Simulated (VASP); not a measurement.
# KBr (R-3m) in VASP: a series of runs

Runs on KBr. Level: PBE. Tasks: single point.

All numbers are computed with VASP 6.6.1; they aren't measurements. Logs are shortened: lines on timing, memory, paths and dates and some standing lists are left out, and cuts for length are marked.

## Step 1: The cell of the first run

Symmetry: R-3m, No. 166, trigonal system. The conventional cell has a = 4.770 Å, b = 4.770 Å, c = 10.867 Å, α = 90.00°, β = 90.00°, γ = 120.00°. K (site symmetry -3m) has 6 Br at 3.30 Å within 4.3 Å. Br (site symmetry -3m) has 6 K at 3.30 Å within 4.3 Å.

## Step 2: Single point, PBE

File INCAR:

```
SYSTEM = KBr
  ALGO = Normal
  EDIFF = 1E-6
  ENCUT = 520
  GGA = PE
  ISIF = 2
  ISMEAR = 0
  LASPH = .TRUE.
  LCHARG = .TRUE.
  LELF = .TRUE.
  LREAL = .FALSE.
  LVHAR = .TRUE.
  LWAVE = .FALSE.
  NBANDS = 15
  NELM = 60
  PREC = Accurate
  SIGMA = 0.05
```

File KPOINTS:

```
k-points
0
G
  8 8 8
  0 0 0
```

File POSCAR:

```
KBr
1.0
   -0.1574121492      3.2157053328      3.2157053328
    3.2157053328     -0.1574121492      3.2157053328
    3.2157053328      3.2157053328     -0.1574121492
K Br
1 1
Direct
    0.0000000000      0.0000000000      0.0000000000
    0.5000000000      0.5000000000      0.5000000000
```

Potentials or basis: VASP PAW PBE potentials, release 64 (K_sv, Br).

Started as:

```sh
$ cat potpaw_PBE.64/K_sv/POTCAR potpaw_PBE.64/Br/POTCAR > POTCAR
$ mpirun -np 1 vasp_std > vasp.out
```

OUTCAR:

```text
SYSTEM = KBr
   EDIFF = 1E-6
   ENCUT = 520
   GGA = PE
   ISIF = 2
   ISMEAR = 0
   LASPH = .TRUE.
   LREAL = .FALSE.
   NELM = 60
   PREC = Accurate

 ion  position               nearest neighbor table
   1  0.000  0.000  0.000-   2 3.30   2 3.30   2 3.30   2 3.30   2 3.30   2 3.30
   2  0.500  0.500  0.500-   1 3.30   1 3.30   1 3.30   1 3.30   1 3.30   1 3.30

  LATTYP: Found a trigonal (rhomboedric) cell.
 ALAT       =     4.5504175808
 COS(alpha) =     0.4505091948

  Lattice vectors:

 A1 = (  -0.1574121492,   3.2157053328,   3.2157053328)
 A2 = (   3.2157053328,  -0.1574121492,   3.2157053328)
 A3 = (   3.2157053328,   3.2157053328,  -0.1574121492)

Analysis of symmetry for initial positions (statically):
=====================================================================
 Subroutine PRICEL returns:
 Original cell was already a primitive cell.

 Routine SETGRP: Setting up the symmetry group for a
 trigonal (rhombohedral) supercell.

 Subroutine GETGRP returns: Found 12 space group operations
 (whereof 12 operations were pure point group operations)
 out of a pool of 12 trial point group operations.

The static configuration has the point symmetry D_3d.

Analysis of symmetry for dynamics (positions and initial velocities):
=====================================================================
 Subroutine PRICEL returns:
 Original cell was already a primitive cell.

 Routine SETGRP: Setting up the symmetry group for a
 trigonal (rhombohedral) supercell.

 Subroutine GETGRP returns: Found 12 space group operations
 (whereof 12 operations were pure point group operations)
 out of a pool of 12 trial point group operations.

The dynamic configuration has the point symmetry D_3d.

 Subroutine INISYM returns: Found 12 space group operations
 (whereof 12 operations are pure point group operations),
 and found     1 'primitive' translations

----------------------------------------------------------------------------------------

                                     Primitive cell

  volume of cell :      71.3851

  direct lattice vectors                    reciprocal lattice vectors
    -0.157412149  3.215705333  3.215705333    -0.144511776  0.151949882  0.151949882
     3.215705333 -0.157412149  3.215705333     0.151949882 -0.144511776  0.151949882
     3.215705333  3.215705333 -0.157412149     0.151949882  0.151949882 -0.144511776

  length of vectors
     4.550417581  4.550417581  4.550417581     0.258961747  0.258961747  0.258961747

  position of ions in fractional coordinates (direct lattice)
     0.000000000  0.000000000  0.000000000
     0.500000000  0.500000000  0.500000000

  ion indices of the primitive-cell ions
   primitive index   ion index
                 1           1
                 2           2

----------------------------------------------------------------------------------------

 KPOINTS: k-points

Automatic generation of k-mesh.
 Grid dimensions read from file:
 generate k-points for:    8    8    8

 Generating k-lattice:

  Cartesian coordinates                     Fractional coordinates (reciprocal lattice)
    -0.018063972  0.018993735  0.018993735     0.125000000  0.000000000 -0.000000000
     0.018993735 -0.018063972  0.018993735     0.000000000  0.125000000 -0.000000000
     0.018993735  0.018993735 -0.018063972     0.000000000  0.000000000  0.125000000

  Length of vectors
     0.032370218  0.032370218  0.032370218

  Shift w.r.t. Gamma in fractional coordinates (k-lattice)
     0.000000000  0.000000000  0.000000000

 Subroutine IBZKPT returns following result:
 ===========================================

 Found     65 irreducible k-points:

 Following reciprocal coordinates:
            Coordinates               Weight
  0.000000  0.000000  0.000000      1.000000
  0.125000  0.000000  0.000000      6.000000
  0.250000  0.000000  0.000000      6.000000
  0.375000  0.000000 -0.000000      6.000000
  0.500000  0.000000  0.000000      3.000000
  0.125000  0.125000 -0.000000      6.000000
[... 16 lines left out ...]
  0.250000  0.125000  0.125000      6.000000
  0.375000  0.125000  0.125000      6.000000
 [... further k-points ...]
   k-points           NKPTS =     65   k-points in BZ     NKDIM =     65   number of bands    NBANDS=     15
   number of dos      NEDOS =    301   number of ions     NIONS =      2
   total plane-waves  NPLWV =  46656
   dimension x,y,z NGX =    36 NGY =   36 NGZ =   36
   dimension x,y,z NGXF=    72 NGYF=   72 NGZF=   72
   ions per type =               1   1
   NGX,Y,Z   is equivalent  to a cutoff of  13.15, 13.15, 13.15 a.u.
   NGXF,Y,Z  is equivalent  to a cutoff of  26.30, 26.30, 26.30 a.u.
 SYSTEM =  KBr
   PREC   = accura    normal or accurate (medium, high low for compatibility)
   ISTART =      0    job   : 0-new  1-cont  2-samecut
   ICHARG =      2    charge: 1-file 2-atom 10-const
   ISPIN  =      1    spin polarized calculation?
   LNONCOLLINEAR =      F non collinear calculations
   LSORBIT =      F    spin-orbit coupling
   LASPH  =      T    aspherical Exc in radial PAW
   ENCUT  =  520.0 eV  38.22 Ry    6.18 a.u.   8.46  8.46  8.46*2*pi/ulx,y,z
   NELM   =     60;   NELMIN=  2; NELMDL= -5     # of ELM steps
   EDIFF  = 0.1E-05   stopping-criterion for ELM
   LREAL  =      F    real-space projection
   EDIFFG = 0.1E-04   stopping-criterion for IOM
   NSW    =      0    number of steps for IOM
   IBRION =     -1    ionic relax: 0-MD 1-quasi-New 2-CG
   NFREE  =      0    steps in history (QN), initial steepest desc. (CG)
   ISIF   =      2    stress and relaxation
   ISYM   =      2    0-nonsym 1-usesym 2-fastsym
   POTIM  = 0.5000    time-step for ionic-motion
   TEBEG  =    0.0;   TEEND  =   0.0 temperature during run
   PSTRESS=    0.0 pullay stress
   NELECT =      16.0000    total number of electrons
   NUPDOWN=      -1.0000    fix difference up-down
   EMIN   =  10.00;   EMAX   =-10.00  energy-range for DOS
   EFERMI =   0.00;   METHOD = LEGACY
   ISMEAR =     0;   SIGMA  =   0.05  broadening in eV -4-tet -1-fermi 0-gaus
   EFERMI_NEDOS =   21; number of points for ismear=-14 and -15
   IALGO  =     38    algorithm
   IMIX   =      4    mixing-type and parameters
     AMIX     =   0.40;   BMIX     =  1.00
     AMIX_MAG =   1.60;   BMIX_MAG =  1.00
  volume/ion in A,a.u.               =      35.69       240.87
  Fermi-wavevector in a.u.,A,eV,Ry     =   0.994441  1.879221 13.454978  0.988913
  Thomas-Fermi vector in A             =   2.126392
   LORBIT       =      0    0 simple, 1 ext, 2 COOP (PROOUT), +10 PAW based schemes
   GGA     = PE    functional components
   LHFCALC =     F    Hartree Fock is set to
   AEXX    =    0.0000 exact exchange contribution
   IVDW    =     0    specifies the selected vdW correction
   LEPSILON=     F    determine dielectric tensor
   LRPA    =     F    only Hartree local field effects (RPA)
 non-spin polarized calculation
 Gauss-broadening in eV      SIGMA  =   0.05
  energy-cutoff  :      520.00
  volume of cell :       71.39
 maximum number of plane-waves:      1947
 NGX is ok and might be reduce to    36

 number of electron      15.9999999 magnetization

 Free energy of the ion-electron system (eV)
  ---------------------------------------------------
  ext. energy  EPLUGINS =         0.00000000
  ---------------------------------------------------
  free energy    TOTEN  =        -6.20566898 eV

  energy without entropy =       -6.20566898  energy(sigma->0) =       -6.20566898

 E-fermi :  -1.2870     XC(G=0):  -7.3999

 val. band max:       -1.6028976467   @ k =   0.0000   0.0000   0.0000
 cond. band min:       2.7293786651   @ k =   0.0000   0.0000   0.0000
 fundamental gap:      4.3322763118
 Fermi energy:        -1.2869724982

 k-point     1 :       0.0000    0.0000    0.0000
  band No.  band energies     occupation
      1     -29.4928      2.00000
      2     -14.0049      2.00000
      3     -12.9738      2.00000
      4     -12.9673      2.00000
      5     -12.9673      2.00000
      6      -1.7483      2.00000
      7      -1.7483      2.00000
      8      -1.6029      2.00000
      9       2.7294      0.00000
     10       5.7031      0.00000
     11       5.7031      0.00000
     12       6.3188      0.00000
     13       6.7455      0.00000
     14       6.7455      0.00000
     15       9.9229      0.00000

 k-point     2 :       0.1250    0.0000    0.0000
  band No.  band energies     occupation
      1     -29.4920      2.00000
      2     -14.0379      2.00000
      3     -12.9747      2.00000
      4     -12.9673      2.00000
      5     -12.9243      2.00000
      6      -1.9575      2.00000
      7      -1.7975      2.00000
      8      -1.6655      2.00000
      9       3.1147      0.00000
     10       5.6795      0.00000
     11       5.8830      0.00000
     12       6.4510      0.00000
     13       6.9357      0.00000
     14       6.9611      0.00000
     15      10.4261      0.00000

 k-point     3 :       0.2500    0.0000    0.0000
  band No.  band energies     occupation
      1     -29.4901      2.00000
      2     -14.1087      2.00000
      3     -12.9779      2.00000
      4     -12.9674      2.00000
      5     -12.8278      2.00000
      6      -2.4011      2.00000
      7      -1.9114      2.00000
      8      -1.7829      2.00000
      9       3.9669      0.00000
     10       5.7290      0.00000
     11       6.3878      0.00000
     12       6.9214      0.00000
     13       7.4633      0.00000
     14       7.5641      0.00000
     15      10.4220      0.00000
[... 343 lines left out ...]
 k-point    23 :       0.2500    0.1250    0.1250
  band No.  band energies     occupation
      1     -29.4904      2.00000
      2     -14.0643      2.00000
      3     -12.9805      2.00000
      4     -12.9657      2.00000
      5     -12.8850      2.00000
      6      -2.1971      2.00000
      7      -1.8953      2.00000
      8      -1.7949      2.00000
      9       3.6843      0.00000
     10       5.6456      0.00000
     11       6.0794      0.00000
     12       6.6844      0.00000
     13       7.1791      0.00000
     14       7.3845      0.00000
     15      11.1167      0.00000

 k-point    24 :       0.3750    0.1250    0.1250
  band No.  band energies     occupation
      1     -29.4885      2.00000
      2     -14.1157      2.00000
      3     -12.9897      2.00000
      4     -12.9658      2.00000
      5     -12.8092      2.00000
      6      -2.5704      2.00000
      7      -2.0018      2.00000
      8      -1.8773      2.00000
      9       4.5200      0.00000
     10       5.6003      0.00000
     11       6.5808      0.00000
     12       7.3103      0.00000
     13       7.8041      0.00000
     14       8.0681      0.00000
     15       9.9294      0.00000

 [... further k-points ...]

------------------------ aborting loop because EDIFF is reached ----------------------------------------

  FORCE on cell =-STRESS in cart. coord.  units (eV):
  Direction    XX          YY          ZZ          XY          YZ          ZX
  --------------------------------------------------------------------------------------
  -------------------------------------------------------------------------------------
  Total        0.3717413      0.3717413      0.3717413      0.0897630      0.0897630      0.0897630
  in kB        8.3434189      8.3434189      8.3434189      2.0146555      2.0146555      2.0146555
  external PRESSURE =       8.3434189 kB  Pullay stress =       0.0000000 kB

 VOLUME and BASIS-vectors are now :
 -----------------------------------------------------------------------------
  energy-cutoff  :      520.00
  volume of cell :       71.39
      direct lattice vectors                 reciprocal lattice vectors
    -0.157412149  3.215705333  3.215705333    -0.144511776  0.151949882  0.151949882
     3.215705333 -0.157412149  3.215705333     0.151949882 -0.144511776  0.151949882
     3.215705333  3.215705333 -0.157412149     0.151949882  0.151949882 -0.144511776

 POSITION                                       TOTAL-FORCE (eV/Angst)
 -----------------------------------------------------------------------------------
      0.00000      0.00000      0.00000         0.000000     -0.000000      0.000000
      3.13700      3.13700      3.13700        -0.000000      0.000000     -0.000000
 -----------------------------------------------------------------------------------
    total drift:                                0.000000      0.000000      0.000000

  FREE ENERGIE OF THE ION-ELECTRON SYSTEM (eV)
  ---------------------------------------------------
  free  energy   TOTEN  =        -6.2056689775 eV

  energy  without entropy=       -6.2056689775  energy(sigma->0) =       -6.20566898
```

It took 61 s on 1 thread of Intel Xeon Platinum 8488C (Sapphire Rapids), shared host; peak memory 0.24 GiB.

Results:

- Free energy: -6.2057 eV
- Pressure: 0.8 GPa
- Band gap on the k mesh: 4.33 eV, direct

Stress tensor (GPa, compression positive):
```
0.83 0.20 0.20
0.20 0.83 0.20
0.20 0.20 0.83
```

Levels at points of the mesh, in eV from the valence-band top:
| k point | band 6 | band 7 | band 8 | band 9 | band 10 | band 11 |
| --- | --- | --- | --- | --- | --- | --- |
| (0.00, 0.00, 0.00) | -0.15 | -0.15 | 0.00 | 4.33 | 7.31 | 7.31 |
| (0.50, 0.00, 0.00) | -1.31 | -0.46 | -0.33 | 6.50 | 8.03 | 9.37 |
| (0.50, 0.50, 0.00) | -0.93 | -0.46 | -0.31 | 5.75 | 7.10 | 9.24 |
| (0.50, 0.50, 0.50) | -1.27 | -0.55 | -0.55 | 6.49 | 8.34 | 9.75 |

 A k mesh can miss the band edges.

## Step 3: Single point, PBE

This run uses another cell than the first one, of the same volume but with other edges.

File INCAR:

```
SYSTEM = KBr
PREC = Accurate
ENCUT = 520
EDIFF = 1E-6
ISMEAR = 0
SIGMA = 0.05
LREAL = .FALSE.
LASPH = .TRUE.
NELM = 80
ALGO = Normal
ISIF = 2
LWAVE = .FALSE.
LCHARG = .FALSE.
GGA = PE
NBANDS = 15
```

File KPOINTS:

```
regular mesh
0
G
  8 8 8
  0 0 0
```

File POSCAR:

```
KBr
1.0
    0.1711525049      3.3802619726      3.3802619726
    3.3802619726      0.1711525049      3.3802619726
    3.3802619726      3.3802619726      0.1711525049
K Br
1 1
Direct
    0.0000000000      0.0000000000      0.0000000000
    0.5000000000      0.5000000000      0.5000000000
```

Potentials or basis: VASP PAW PBE potentials, release 64 (K_sv, Br).

Started as:

```sh
$ cat potpaw_PBE.64/K_sv/POTCAR potpaw_PBE.64/Br/POTCAR > POTCAR
$ mpirun -np 1 vasp_std > vasp.out
```

It took 64 s on 1 thread of Intel Xeon Platinum 8488C (Sapphire Rapids), shared host; peak memory 0.25 GiB.

Results (log left out):

- Free energy: -6.2029 eV
- Pressure: 0.8 GPa
- Band gap on the k mesh: 4.36 eV, direct

Stress tensor (GPa, compression positive):
```
 0.83 -0.30 -0.30
-0.30  0.83 -0.30
-0.30 -0.30  0.83
```

Levels at points of the mesh, in eV from the valence-band top:
```tsv
k point	band 4	band 5	band 6	band 7	band 8	band 9	band 10	band 11	band 12	band 13
(0.00, 0.00, 0.00)	-11.34	-11.33	-0.19	0.00	0.00	4.36	7.17	7.73	7.73	8.38
(0.50, 0.00, 0.00)	-11.34	-11.10	-1.26	-0.52	-0.36	6.52	8.18	9.59	9.70	9.99
(0.50, 0.50, 0.00)	-11.38	-11.37	-0.90	-0.43	-0.27	5.78	7.14	9.27	9.45	9.53
(0.50, 0.50, 0.50)	-11.34	-11.05	-1.29	-0.28	-0.28	6.56	7.90	9.55	9.55	10.28
```
